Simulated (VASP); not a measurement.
Here is a VASP 6.6.1 calculation.

POSCAR

```
Ni
1.0
    0.0000000000      1.7391569095      1.7391569095
    1.7391569095      0.0000000000      1.7391569095
    1.7391569095      1.7391569095      0.0000000000
Ni
1
Direct
    0.0000000000      0.0000000000      0.0000000000
```

Contents of INCAR.step1:

```
PREC = Accurate ; ENCUT = 520
ISMEAR = -1 ; SIGMA = 0.05
LREAL = F ; LASPH = T
NELM = 150 ; ISPIN = 2
MAGMOM = 1 ; LMAXMIX = 4
NBANDS = 15 ; GGA = PE
ALGO = Normal ; EDIFF = 1E-4
LWAVE = T ; LCHARG = F
```

The input INCAR.step2:

```
PREC = Accurate ; ENCUT = 520
EDIFF = 1E-6 ; ISMEAR = -1
SIGMA = 0.05 ; LREAL = F
LASPH = T ; NELM = 150
ALGO = Normal ; ISIF = 2
LWAVE = F ; LCHARG = T
ISPIN = 2 ; MAGMOM = 1
LORBIT = 11 ; LMAXMIX = 4
METAGGA = R2SCAN ; LMIXTAU = T
LELF = T ; LVHAR = T
NBANDS = 15 ; ISTART = 1
```

The input KPOINTS:

```
regular mesh
0
Gamma
  25 25 25
```

Potentials or basis: VASP PAW PBE potentials, release 64 (Ni).

Run with:

```sh
$ cat potpaw_PBE.64/Ni/POTCAR > POTCAR
$ cp INCAR.step1 INCAR
$ mpirun -np 1 vasp_std > vasp.out
$ cp INCAR.step2 INCAR
$ mpirun -np 1 vasp_std > vasp.out
```

(1) Estimate the site moments.

(2) Predict the net moment.

## Answers

(1) Ni +0.74 μB.

(2) 0.73 μB per cell.
